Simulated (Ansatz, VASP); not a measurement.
**Ru: VASP beside Ansatz**

```xyz
6
Lattice="2.1994 -2.5199 0.0000 2.1994 2.5199 0.0000 0.0000 0.0000 8.1396" Properties=species:S:1:pos:R:3 pbc="T T T"
Ru   -0.0001    1.0331    4.7480
Ru    2.1994   -1.4868    7.4615
Ru    2.1994    1.4868    0.6782
Ru   -0.0001   -1.0331    3.3917
Ru    2.1994   -1.4871    2.0349
Ru    2.1994    1.4871    6.1047
```

Alike in both runs: functional PBE; k mesh 6 × 6 × 4; occupations gaussian, width 0.1 eV; no spin polarisation.

Ansatz relaxed the structure, and its values are those at the end. VASP's run is a single point on that final structure, the one shown.

|  | VASP | Ansatz |
| --- | --- | --- |
| version | VASP 6.6.1 | Ansatz 0.2.0 |
| potentials or method | VASP PAW PBE potentials, release 64 (Ru_pv), cutoff 520 eV | scalar-relativistic, plane waves, PAW |
| valence electrons in the cell | 84 | 96 |

|  | VASP | Ansatz | Ansatz less VASP |
| --- | --- | --- | --- |
| gap on the k mesh at the Fermi level (eV) | none | none | - |
| pressure (GPa) | 0.0 | 0.0 | -0.07 |
| rms of the force components (eV/Å) | 0.005 | 0.014 | +0.0090 |

A gap of «none» marks a metal or a gap that the smearing closes. VASP's potentials hold 84 valence electrons a cell and Ansatz's 96, so a difference there can come from the potentials and not from the codes.
